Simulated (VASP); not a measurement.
# Ge (Fd-3m) in VASP: notebook

The runs below take Ge through single point, relaxation of cell and atoms, with PBE.

Program: VASP 6.6.1. These are calculated values, not measurements. Logs are shortened: lines on timing, memory, paths and dates and some standing lists are left out, and cuts for length are marked.

**Measured values to compare with.**

“Temperature-dependent photoluminescence in Ge: experiment and theory”, 2020, arxiv:2003.00143 reports, for a bulk crystal of Ge at 0 K: band gap 0.744 eV (indirect).

The results are compared with them further down.

## 1. The cell of the first run

It takes space group Fd-3m (No. 227, cubic). Conventional cell: a = 5.765 Å, b = 5.765 Å, c = 5.765 Å, α = 90.00°, β = 90.00°, γ = 90.00°. Ge (site symmetry -43m) has 4 Ge at 2.50 Å within 3.3 Å.

## 2. Single point, PBE

Input file INCAR:

```
SYSTEM = Ge
  PREC = Accurate
  ENCUT = 520
  EDIFF = 1E-7
  ISMEAR = 0
  SIGMA = 0.05
  LREAL = .False.
  LASPH = .True.
  NELM = 60
  ALGO = Normal
  ISIF = 2
  LWAVE = .False.
  LCHARG = .False.
  GGA = PE
  NBANDS = 21
```

Input file KPOINTS:

```
Automatic mesh
0
Gamma
  6 6 6
  0 0 0
```

Input file POSCAR:

```
Ge
1.0
    0.0000000000      2.8825025829      2.8825025829
    2.8825025829      0.0000000000      2.8825025829
    2.8825025829      2.8825025829      0.0000000000
Ge
2
Direct
    0.0000000000      0.0000000000      0.0000000000
    0.2500000000      0.2500000000      0.2500000000
```

Potentials or basis: VASP PAW PBE potentials, release 64 (Ge_d).

The run is started by

```sh
$ cat potpaw_PBE.64/Ge_d/POTCAR > POTCAR
$ mpirun -np 1 vasp_std > vasp.out
```

OUTCAR:

```text
SYSTEM = Ge
   PREC = Accurate
   ENCUT = 520
   EDIFF = 1E-7
   ISMEAR = 0
   LREAL = .False.
   LASPH = .True.
   NELM = 60
   ISIF = 2
   GGA = PE

 ion  position               nearest neighbor table
   1  0.000  0.000  0.000-   2 2.50   2 2.50   2 2.50   2 2.50
   2  0.250  0.250  0.250-   1 2.50   1 2.50   1 2.50   1 2.50

  LATTYP: Found a face centered cubic cell.
 ALAT       =     5.7650051658

  Lattice vectors:

 A1 = (   0.0000000000,   2.8825025829,   2.8825025829)
 A2 = (   2.8825025829,   0.0000000000,   2.8825025829)
 A3 = (   2.8825025829,   2.8825025829,   0.0000000000)

Analysis of symmetry for initial positions (statically):
=====================================================================
 Subroutine PRICEL returns:
 Original cell was already a primitive cell.

 Routine SETGRP: Setting up the symmetry group for a
 face centered cubic supercell.

 Subroutine GETGRP returns: Found 48 space group operations
 (whereof 24 operations were pure point group operations)
 out of a pool of 48 trial point group operations.

The static configuration has the point symmetry T_d .
 The point group associated with its full space group is O_h .

Analysis of symmetry for dynamics (positions and initial velocities):
=====================================================================
 Subroutine PRICEL returns:
 Original cell was already a primitive cell.

 Routine SETGRP: Setting up the symmetry group for a
 face centered cubic supercell.

 Subroutine GETGRP returns: Found 48 space group operations
 (whereof 24 operations were pure point group operations)
 out of a pool of 48 trial point group operations.

The dynamic configuration has the point symmetry T_d .
 The point group associated with its full space group is O_h .

 Subroutine INISYM returns: Found 48 space group operations
 (whereof 24 operations are pure point group operations),
 and found     1 'primitive' translations

----------------------------------------------------------------------------------------

                                     Primitive cell

  volume of cell :      47.9004

  direct lattice vectors                    reciprocal lattice vectors
     0.000000000  2.882502583  2.882502583    -0.173460382  0.173460382  0.173460382
     2.882502583  0.000000000  2.882502583     0.173460382 -0.173460382  0.173460382
     2.882502583  2.882502583  0.000000000     0.173460382  0.173460382 -0.173460382

  length of vectors
     4.076474246  4.076474246  4.076474246     0.300442195  0.300442195  0.300442195

  position of ions in fractional coordinates (direct lattice)
     0.000000000  0.000000000  0.000000000
     0.250000000  0.250000000  0.250000000

  ion indices of the primitive-cell ions
   primitive index   ion index
                 1           1
                 2           2

----------------------------------------------------------------------------------------

 KPOINTS: Automatic mesh

Automatic generation of k-mesh.
 Grid dimensions read from file:
 generate k-points for:    6    6    6

 Generating k-lattice:

  Cartesian coordinates                     Fractional coordinates (reciprocal lattice)
    -0.028910064  0.028910064  0.028910064     0.166666667  0.000000000  0.000000000
     0.028910064 -0.028910064  0.028910064     0.000000000  0.166666667  0.000000000
     0.028910064  0.028910064 -0.028910064     0.000000000  0.000000000  0.166666667

  Length of vectors
     0.050073699  0.050073699  0.050073699

  Shift w.r.t. Gamma in fractional coordinates (k-lattice)
     0.000000000  0.000000000  0.000000000

 Subroutine IBZKPT returns following result:
 ===========================================

 Found     16 irreducible k-points:

 Following reciprocal coordinates:
            Coordinates               Weight
  0.000000  0.000000  0.000000      1.000000
  0.166667  0.000000  0.000000      8.000000
  0.333333  0.000000  0.000000      8.000000
  0.500000  0.000000  0.000000      4.000000
  0.166667  0.166667  0.000000      6.000000
  0.333333  0.166667  0.000000     24.000000
[... 8 lines left out ...]
 -0.333333  0.333333  0.166667     24.000000
 -0.333333  0.500000  0.166667     12.000000
   k-points           NKPTS =     16   k-points in BZ     NKDIM =     16   number of bands    NBANDS=     21
   number of dos      NEDOS =    301   number of ions     NIONS =      2
   total plane-waves  NPLWV =  27000
   dimension x,y,z NGX =    30 NGY =   30 NGZ =   30
   dimension x,y,z NGXF=    60 NGYF=   60 NGZF=   60
   ions per type =               2
   NGX,Y,Z   is equivalent  to a cutoff of  12.23, 12.23, 12.23 a.u.
   NGXF,Y,Z  is equivalent  to a cutoff of  24.47, 24.47, 24.47 a.u.
 SYSTEM =  Ge
   PREC   = accura    normal or accurate (medium, high low for compatibility)
   ISTART =      0    job   : 0-new  1-cont  2-samecut
   ICHARG =      2    charge: 1-file 2-atom 10-const
   ISPIN  =      1    spin polarized calculation?
   LNONCOLLINEAR =      F non collinear calculations
   LSORBIT =      F    spin-orbit coupling
   LASPH  =      T    aspherical Exc in radial PAW
   ENCUT  =  520.0 eV  38.22 Ry    6.18 a.u.   7.58  7.58  7.58*2*pi/ulx,y,z
   NELM   =     60;   NELMIN=  2; NELMDL= -5     # of ELM steps
   EDIFF  = 0.1E-06   stopping-criterion for ELM
   LREAL  =      F    real-space projection
   EDIFFG = 0.1E-05   stopping-criterion for IOM
   NSW    =      0    number of steps for IOM
   IBRION =     -1    ionic relax: 0-MD 1-quasi-New 2-CG
   NFREE  =      0    steps in history (QN), initial steepest desc. (CG)
   ISIF   =      2    stress and relaxation
   ISYM   =      2    0-nonsym 1-usesym 2-fastsym
   POTIM  = 0.5000    time-step for ionic-motion
   TEBEG  =    0.0;   TEEND  =   0.0 temperature during run
   PSTRESS=    0.0 pullay stress
   NELECT =      28.0000    total number of electrons
   NUPDOWN=      -1.0000    fix difference up-down
   EMIN   =  10.00;   EMAX   =-10.00  energy-range for DOS
   EFERMI =   0.00;   METHOD = LEGACY
   ISMEAR =     0;   SIGMA  =   0.05  broadening in eV -4-tet -1-fermi 0-gaus
   EFERMI_NEDOS =   21; number of points for ismear=-14 and -15
   IALGO  =     38    algorithm
   IMIX   =      4    mixing-type and parameters
     AMIX     =   0.40;   BMIX     =  1.00
     AMIX_MAG =   1.60;   BMIX_MAG =  1.00
  volume/ion in A,a.u.               =      23.95       161.62
  Fermi-wavevector in a.u.,A,eV,Ry     =   1.368825  2.586703 25.492975  1.873681
  Thomas-Fermi vector in A             =   2.494754
   LORBIT       =      0    0 simple, 1 ext, 2 COOP (PROOUT), +10 PAW based schemes
   GGA     = PE    functional components
   LHFCALC =     F    Hartree Fock is set to
   AEXX    =    0.0000 exact exchange contribution
   IVDW    =     0    specifies the selected vdW correction
   LEPSILON=     F    determine dielectric tensor
   LRPA    =     F    only Hartree local field effects (RPA)
 non-spin polarized calculation
 Gauss-broadening in eV      SIGMA  =   0.05
  energy-cutoff  :      520.00
  volume of cell :       47.90
 maximum number of plane-waves:      1308
   NGX = 15   NGY = 15   NGZ = 15

 number of electron      27.9999978 magnetization

 Free energy of the ion-electron system (eV)
  ---------------------------------------------------
  ext. energy  EPLUGINS =         0.00000000
  ---------------------------------------------------
  free energy    TOTEN  =        -8.99351992 eV

  energy without entropy =       -8.99276662  energy(sigma->0) =       -8.99314327

 E-fermi :   4.4580     XC(G=0):  -9.6535

 val. band max:        3.9997544440   @ k =   0.0000   0.0000   0.0000
 cond. band min:       4.4682149251   @ k =   0.0000   0.0000   0.0000
 fundamental gap:      0.4684604811
 Fermi energy:         4.4580328302

 k-point     1 :       0.0000    0.0000    0.0000
  band No.  band energies     occupation
      1     -20.2711      2.00000
      2     -20.2711      2.00000
      3     -20.2711      2.00000
      4     -20.2392      2.00000
      5     -20.2392      2.00000
      6     -20.0571      2.00000
[... 13 lines left out ...]
     20      13.7966      0.00000
     21      13.7966      0.00000

 k-point     2 :       0.1667    0.0000    0.0000
  band No.  band energies     occupation
      1     -20.2812      2.00000
      2     -20.2812      2.00000
      3     -20.2673      2.00000
      4     -20.2245      2.00000
      5     -20.2245      2.00000
      6     -20.0730      2.00000
[... 13 lines left out ...]
     20      12.7388      0.00000
     21      12.7388      0.00000

 k-point     3 :       0.3333    0.0000    0.0000
  band No.  band energies     occupation
      1     -20.2902      2.00000
      2     -20.2902      2.00000
      3     -20.2595      2.00000
      4     -20.2079      2.00000
      5     -20.2079      2.00000
      6     -20.0859      2.00000
[... 13 lines left out ...]
     20      13.3005      0.00000
     21      13.3005      0.00000

 k-point     4 :       0.5000    0.0000    0.0000
  band No.  band energies     occupation
      1     -20.2924      2.00000
      2     -20.2924      2.00000
      3     -20.2555      2.00000
      4     -20.2031      2.00000
      5     -20.2031      2.00000
      6     -20.0890      2.00000
[... 13 lines left out ...]
     20      14.8925      0.00000
     21      15.3957      0.00000

 k-point     5 :       0.1667    0.1667    0.0000
  band No.  band energies     occupation
      1     -20.2795      2.00000
      2     -20.2795      2.00000
      3     -20.2782      2.00000
      4     -20.2259      2.00000
      5     -20.2074      2.00000
      6     -20.1014      2.00000
[... 13 lines left out ...]
     20      12.6561      0.00000
     21      14.2545      0.00000

 k-point     6 :       0.3333    0.1667    0.0000
  band No.  band energies     occupation
      1     -20.2967      2.00000
      2     -20.2885      2.00000
      3     -20.2614      2.00000
      4     -20.2083      2.00000
      5     -20.1856      2.00000
      6     -20.1232      2.00000
[... 13 lines left out ...]
     20      13.9859      0.00000
     21      14.5633      0.00000

 k-point     7 :       0.5000    0.1667    0.0000
  band No.  band energies     occupation
      1     -20.3065      2.00000
      2     -20.2954      2.00000
      3     -20.2409      2.00000
      4     -20.1918      2.00000
      5     -20.1847      2.00000
      6     -20.1192      2.00000
[... 13 lines left out ...]
     20      15.1118      0.00000
     21      15.4252      0.00000

 k-point     8 :      -0.3333    0.1667    0.0000
  band No.  band energies     occupation
      1     -20.3037      2.00000
      2     -20.2981      2.00000
      3     -20.2377      2.00000
      4     -20.2018      2.00000
      5     -20.1854      2.00000
      6     -20.1085      2.00000
[... 13 lines left out ...]
     20      13.3829      0.00000
     21      15.1936      0.00000

 k-point     9 :      -0.1667    0.1667    0.0000
  band No.  band energies     occupation
      1     -20.2931      2.00000
      2     -20.2895      2.00000
      3     -20.2568      2.00000
      4     -20.2165      2.00000
      5     -20.2014      2.00000
      6     -20.0969      2.00000
[... 13 lines left out ...]
     20      13.5914      0.00000
     21      13.5934      0.00000

 k-point    10 :       0.3333    0.3333    0.0000
  band No.  band energies     occupation
      1     -20.2942      2.00000
      2     -20.2942      2.00000
      3     -20.2656      2.00000
      4     -20.1898      2.00000
      5     -20.1647      2.00000
      6     -20.1505      2.00000
[... 13 lines left out ...]
     20      15.6321      0.00000
     21      15.9276      0.00000

 k-point    11 :       0.5000    0.3333    0.0000
  band No.  band energies     occupation
      1     -20.3088      2.00000
      2     -20.2995      2.00000
      3     -20.2366      2.00000
      4     -20.1810      2.00000
      5     -20.1674      2.00000
      6     -20.1333      2.00000
[... 13 lines left out ...]
     20      15.8558      0.00000
     21      15.9269      0.00000

 k-point    12 :      -0.3333    0.3333    0.0000
  band No.  band energies     occupation
      1     -20.3159      2.00000
      2     -20.3017      2.00000
      3     -20.2233      2.00000
      4     -20.1636      2.00000
      5     -20.1589      2.00000
      6     -20.1463      2.00000
[... 13 lines left out ...]
     20      13.2773      0.00000
     21      17.5434      0.00000

 k-point    13 :       0.5000    0.5000    0.0000
  band No.  band energies     occupation
      1     -20.3008      2.00000
      2     -20.3008      2.00000
      3     -20.2250      2.00000
      4     -20.2250      2.00000
      5     -20.1415      2.00000
      6     -20.1415      2.00000
[... 13 lines left out ...]
     20      15.5279      0.00000
     21      16.9996      0.00000

 k-point    14 :       0.5000    0.3333    0.1667
  band No.  band energies     occupation
      1     -20.3052      2.00000
      2     -20.3024      2.00000
      3     -20.2368      2.00000
      4     -20.1906      2.00000
      5     -20.1614      2.00000
      6     -20.1465      2.00000
[... 13 lines left out ...]
     20      14.1156      0.00000
     21      16.4582      0.00000

 k-point    15 :      -0.3333    0.3333    0.1667
  band No.  band energies     occupation
      1     -20.3138      2.00000
      2     -20.3049      2.00000
      3     -20.2176      2.00000
      4     -20.1749      2.00000
      5     -20.1559      2.00000
      6     -20.1484      2.00000
[... 13 lines left out ...]
     20      15.9133      0.00000
     21      15.9468      0.00000

 k-point    16 :      -0.3333    0.5000    0.1667
  band No.  band energies     occupation
      1     -20.3099      2.00000
      2     -20.3099      2.00000
      3     -20.1999      2.00000
      4     -20.1999      2.00000
      5     -20.1444      2.00000
      6     -20.1444      2.00000
[... 13 lines left out ...]
     20      15.0757      0.00000
     21      17.0252      0.00000

------------------------ aborting loop because EDIFF is reached ----------------------------------------

  FORCE on cell =-STRESS in cart. coord.  units (eV):
  Direction    XX          YY          ZZ          XY          YZ          ZX
  --------------------------------------------------------------------------------------
  -------------------------------------------------------------------------------------
  Total       -0.0269009     -0.0269009     -0.0269009     -0.0000000      0.0000000     -0.0000000
  in kB       -0.8997830     -0.8997830     -0.8997830     -0.0000000      0.0000000     -0.0000000
  external PRESSURE =      -0.8997830 kB  Pullay stress =       0.0000000 kB

 VOLUME and BASIS-vectors are now :
 -----------------------------------------------------------------------------
  energy-cutoff  :      520.00
  volume of cell :       47.90
      direct lattice vectors                 reciprocal lattice vectors
     0.000000000  2.882502583  2.882502583    -0.173460382  0.173460382  0.173460382
     2.882502583  0.000000000  2.882502583     0.173460382 -0.173460382  0.173460382
     2.882502583  2.882502583  0.000000000     0.173460382  0.173460382 -0.173460382

 POSITION                                       TOTAL-FORCE (eV/Angst)
 -----------------------------------------------------------------------------------
      0.00000      0.00000      0.00000        -0.000000     -0.000000     -0.000000
      1.44125      1.44125      1.44125         0.000000      0.000000      0.000000
 -----------------------------------------------------------------------------------
    total drift:                                0.000000      0.000000      0.000000

  FREE ENERGIE OF THE ION-ELECTRON SYSTEM (eV)
  ---------------------------------------------------
  free  energy   TOTEN  =        -8.9935199178 eV

  energy  without entropy=       -8.9927666200  energy(sigma->0) =       -8.99314327
```

Run time: 10 s. Hardware: 1 thread of Intel Xeon Platinum 8488C (Sapphire Rapids), shared host; peak memory 0.15 GiB.

What came out:

- Free energy: -8.9935 eV
- Pressure: -0.1 GPa
- Band gap on the k mesh: zero (filled and empty bands touch)

Levels at points of the mesh, in eV from the Fermi level:
| k point | band 11 | band 12 | band 13 | band 14 | band 15 | band 16 | band 17 | band 18 |
| --- | --- | --- | --- | --- | --- | --- | --- | --- |
| (0.00, 0.00, 0.00) | -12.35 | -0.46 | 0.01 | 0.01 | 0.01 | 2.54 | 2.54 | 2.54 |
| (0.50, 0.00, 0.00) | -10.39 | -7.34 | -1.31 | -1.31 | 0.03 | 3.72 | 3.72 | 7.11 |
| (0.50, 0.50, 0.00) | -8.67 | -8.67 | -2.87 | -2.87 | 0.83 | 0.83 | 9.06 | 9.06 |

Caveat: semilocal functionals underestimate gaps, so a narrow gap can read as zero.

## 3. Relaxation of cell and atoms, PBE

This run uses another cell than the first one, of 22.64 Å³/atom.

Input file INCAR:

```
ALGO = Normal ; EDIFF = 1E-6
EDIFFG = -0.02 ; ENCUT = 600
GGA = PE ; IBRION = 2
ISIF = 3 ; ISMEAR = 0
LASPH = T ; LCHARG = F
LREAL = F ; LWAVE = F
NELM = 80 ; NSW = 60
PREC = Accurate ; SIGMA = 0.05
```

Input file KPOINTS:

```
k-points
0
Gamma
  6 6 6
```

Input file POSCAR:

```
Ge
1.0
    0.0000000000      2.8289100000      2.8289100000
    2.8289100000      0.0000000000      2.8289100000
    2.8289100000      2.8289100000      0.0000000000
Ge
2
Direct
    0.0000000000      0.0000000000      0.0000000000
    0.2500000000      0.2500000000      0.2500000000
```

Potentials or basis: VASP PAW PBE potentials, release 64 (Ge_d).

The run is started by

```sh
$ cat potpaw_PBE.64/Ge_d/POTCAR > POTCAR
$ mpirun -np 1 vasp_std > vasp.out
```

Wall time 32 s (1 thread of Intel Xeon Platinum 8488C (Sapphire Rapids), shared host); peak memory 0.18 GiB.

Results (log left out):

| Item | Value |
| --- | --- |
| Free energy | -8.9935 eV |
| Relaxed volume | 23.90 Å³/atom |
| Relaxed cell | a = 4.074 Å, b = 4.074 Å, c = 4.074 Å, α = 60.00°, β = 60.00°, γ = 60.00° |
| Space group after relaxing (to 0.1 Å) | Fd-3m (No. 227) |
| Energy gained by relaxing | 14.2 meV/atom |
| Ionic steps | 5 |
| Pressure after relaxing | 0.0 GPa |
| Band gap on the k mesh | zero (filled and empty bands touch) |

The path:
```
step  energy change (eV)  largest force (eV/Å)  pressure (GPa)  volume (Å³)
   1              0.0000                0.0000            3.55        45.28
   2             -0.0264                0.0000           -0.97        48.64
   3             -0.0284                0.0000           -0.24        47.89
   4             -0.0283                0.0000            0.20        47.72
   5             -0.0284                0.0000            0.01        47.80
```

Final structure:
```cif
data_structure
_symmetry_space_group_name_H-M 'P 1'
_symmetry_Int_Tables_number 1
_cell_length_a 4.0735
_cell_length_b 4.0735
_cell_length_c 4.0735
_cell_angle_alpha 60.000
_cell_angle_beta 60.000
_cell_angle_gamma 60.000
_cell_volume 47.80
loop_
_atom_site_label
_atom_site_type_symbol
_atom_site_fract_x
_atom_site_fract_y
_atom_site_fract_z
_atom_site_occupancy
Ge1 Ge 0.00000 0.00000 0.00000 1
Ge2 Ge 0.25000 0.25000 0.25000 1
```

Levels at points of the mesh, in eV from the Fermi level:
| k point | band 10 | band 11 | band 12 | band 13 | band 14 | band 15 | band 16 | band 17 | band 18 |
| --- | --- | --- | --- | --- | --- | --- | --- | --- | --- |
| (0.00, 0.00, 0.00) | -24.51 | -12.36 | -0.44 | 0.01 | 0.01 | 0.01 | 2.53 | 2.53 | 2.53 |
| (0.50, 0.00, 0.00) | -24.48 | -10.40 | -7.35 | -1.32 | -1.32 | 0.03 | 3.72 | 3.72 | 7.11 |
| (0.50, 0.50, 0.00) | -24.47 | -8.68 | -8.68 | -2.88 | -2.88 | 0.82 | 0.82 | 9.08 | 9.08 |

Caveat: semilocal functionals underestimate gaps, so a narrow gap can read as zero.

## 4. Against experiment

Step 2. Measured gap of Ge: 0.744 eV (indirect; 0 K; “Temperature-dependent photoluminescence in Ge: experiment and theory”, 2020, arxiv:2003.00143). This calculation gives 0.00 eV (-0.74 eV). 3 values of this kind are on record (0.666 to 0.807 eV); this one was drawn at random among those near their median. Spin-orbit coupling on Ge is left out. The value is that of PBE on a finite k mesh, which can miss the band edges, without temperature or zero-point motion. Semilocal functionals fall short of measured gaps as a rule.
